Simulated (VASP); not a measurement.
Here is a VASP 6.6.1 calculation.

Contents of POSCAR:

```
CaF2
1.0
    0.0000000000      2.7310000000      2.7310000000
    2.7310000000      0.0000000000      2.7310000000
    2.7310000000      2.7310000000      0.0000000000
Ca F
1 2
Direct
    0.0000000000      0.0000000000      0.0000000000
    0.2500000000      0.2500000000      0.2500000000
    0.7500000000      0.7500000000      0.7500000000
```

The input INCAR.step1:

```
  PREC = Accurate
  ENCUT = 660
  ISMEAR = 0
  SIGMA = 0.02
  LREAL = False
  LASPH = True
  NELM = 120
  NBANDS = 19
  GGA = PE
  ALGO = Normal
  EDIFF = 1E-5
  LWAVE = True
  LCHARG = False
  GGA_COMPAT = False
```

Contents of INCAR.step2:

```
  PREC = Accurate
  ENCUT = 660
  EDIFF = 1E-6
  ISMEAR = 0
  SIGMA = 0.02
  LREAL = False
  LASPH = True
  NELM = 120
  ALGO = Normal
  ISIF = 2
  LWAVE = False
  LCHARG = False
  METAGGA = R2SCAN
  LMIXTAU = True
  NBANDS = 19
  ISTART = 1
  GGA_COMPAT = False
```

The input KPOINTS:

```
regular mesh
0
Gamma
  8 8 8
```

Potentials or basis: VASP PAW PBE potentials, release 64 (Ca_sv, F).

Run with:

```sh
$ cat potpaw_PBE.64/Ca_sv/POTCAR potpaw_PBE.64/F/POTCAR > POTCAR
$ cp INCAR.step1 INCAR
$ mpirun -np 1 vasp_std > vasp.out
$ cp INCAR.step2 INCAR
$ mpirun -np 1 vasp_std > vasp.out
```

Task: What does it give for the pressure?

Result: -0.7 GPa.

Task: What does it give for the band gap on the k mesh?

Result: 7.95 eV, indirect (least direct gap 8.21 eV).

Caveat: the PAW data sets were made with another functional, which shifts forces and pressure a little. A k mesh can miss the band edges.
